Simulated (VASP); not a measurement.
Set up this calculation in VASP 6.6.1, as the native input.

```yaml
Task: single point
Functional: LDA
Potentials_or_basis: VASP PAW LDA potentials, release 64 (V_sv)
Cutoff: 520 eV
k_mesh: 15 × 15 × 15
Occupations: fermi-dirac, width 0.1 eV
Spin: no spin polarisation
Dipole_correction: no
Further_INCAR_settings: ALGO = Normal; EDIFF = 1e-06; NBANDS = 20
```

The structure of V lies in POSCAR:

```
V
1.0
    0.0000000000      2.1100934545      2.1100934545
    2.1100934545      0.0000000000      2.1100934545
    2.1100934545      2.1100934545      0.0000000000
V
2
Direct
   -0.1250000000     -0.1250000000     -0.1250000000
    0.1250000000      0.1250000000      0.1250000000
```

The input as run:

INCAR

```
PREC = Accurate ; ENCUT = 520
EDIFF = 1E-6 ; ISMEAR = -1
SIGMA = 0.1 ; LREAL = F
LASPH = T ; NELM = 60
ALGO = Normal ; ISIF = 2
LWAVE = F ; LCHARG = F
GGA = CA ; NBANDS = 20
```

KPOINTS

```
Automatic mesh
0
Gamma
  15 15 15
```

Potentials or basis: VASP PAW LDA potentials, release 64 (V_sv).

Command:

```sh
$ cat potpaw_LDA.64/V_sv/POTCAR > POTCAR
$ mpirun -np 1 vasp_std > vasp.out
```

It gave:

| Quantity | Value |
| --- | --- |
| Pressure | 187.3 GPa |
| Band gap on the k mesh | zero (band 13 reaches 16.11 eV, above the bottom of band 14 at 13.55 eV) |

Wall time 17 s on 1 thread of Intel(R) Xeon(R) Platinum 8375C CPU @ 2.90GHz (Ice Lake), on a shared host, peak memory 0.15 GiB.
